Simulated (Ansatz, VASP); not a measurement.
## One calculation of P, two programs

File INCAR:

```
PREC = Accurate ; ENCUT = 520
EDIFF = 1E-7 ; ISMEAR = 0
SIGMA = 0.15 ; LREAL = False
LASPH = True ; NELM = 60
ALGO = Normal ; ISIF = 2
LWAVE = False ; LCHARG = False
GGA = PS ; IVDW = 12
NBANDS = 8
```

The input KPOINTS:

```
Automatic mesh
0
Gamma
  12 12 12
```

Contents of POSCAR:

```
P
1.0
    4.5107654724      0.0000000000      0.0000000000
    0.0000000000      4.5107654724      0.0000000000
    0.0000000000      0.0000000000      3.9284543215
P
1
Direct
    0.0000000000      0.0000000000      0.0000000000
```

Input for Ansatz:

```yaml
crystal:
  lattice:
    - [4.5107654724, 0.0, 0.0]
    - [0.0, 4.5107654724, 0.0]
    - [0.0, 0.0, 3.9284543215]
  atoms:
    - { symbol: P, position: [0.0, 0.0, 0.0] }
basis:
  ecutwfc: 420
kpoints:
  mp_grid: { grid: [12, 12, 12] }
hamiltonian:
  xc: pbesol
  dispersion: d3bj
scf:
  occupations: { method: gaussian, width: 0.15 }
output:
  forces: true
  stress: true
  eigenvalues: true
```

Alike in both runs: task single point; functional PBEsol; dispersion D3(BJ); k mesh 12 × 12 × 12; occupations gaussian, width 0.15 eV; no spin polarisation.

|  | VASP | Ansatz |
| --- | --- | --- |
| version | VASP 6.6.1 | Ansatz 0.2.0 |
| potentials or method | VASP PAW PBE potentials, release 64 (P), cutoff 520 eV | scalar-relativistic, plane waves, PAW |
| valence electrons in the cell | 5 | 5 |

```tsv
	VASP	Ansatz	Ansatz less VASP
gap on the k mesh at the Fermi level (eV)	none	none	-
pressure (GPa)	-4.1	-4.1	+0.01
traceless stress, the component that is largest in VASP (GPa)	-1.66	-1.66	0.000
```

VASP's potentials were made for PBE, not for PBEsol. A gap of «none» marks a metal or a gap that the smearing closes.
